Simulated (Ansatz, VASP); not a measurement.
One calculation of TiAl, two programs

```xyz
2
Lattice="3.3062 0.0000 0.0000 0.0000 3.3062 0.0000 0.0000 0.0000 3.1791" Properties=species:S:1:pos:R:3 pbc="T T T"
Ti    0.0000    0.0000    0.0000
Al    1.6531    1.6531    1.5895
```

Change from the starting cell: strain +0.040 along x and y, +0.000 along z, atoms carried along.

Alike in both runs: task single point; functional LDA; k mesh 16 × 16 × 16; occupations gaussian, width 0.15 eV; no spin polarisation.

|  | VASP | Ansatz |
| --- | --- | --- |
| version | VASP 6.6.1 | Ansatz 0.2.0 |
| potentials or method | VASP PAW LDA potentials, release 64 (Ti_sv, Al), cutoff 520 eV | scalar-relativistic, plane waves, PAW |
| valence electrons in the cell | 15 | 15 |

|  | VASP | Ansatz | Ansatz less VASP |
| --- | --- | --- | --- |
| gap on the k mesh at the Fermi level (eV) | none | none | - |
| pressure (GPa) | -12.4 | -12.5 | -0.11 |
| traceless stress, the component that is largest in VASP (GPa) | -1.18 | -1.18 | +0.004 |

LDA's correlation is that of Perdew and Zunger in VASP and of Perdew and Wang (1992) in Ansatz. A gap of «none» marks a metal or a gap that the smearing closes.
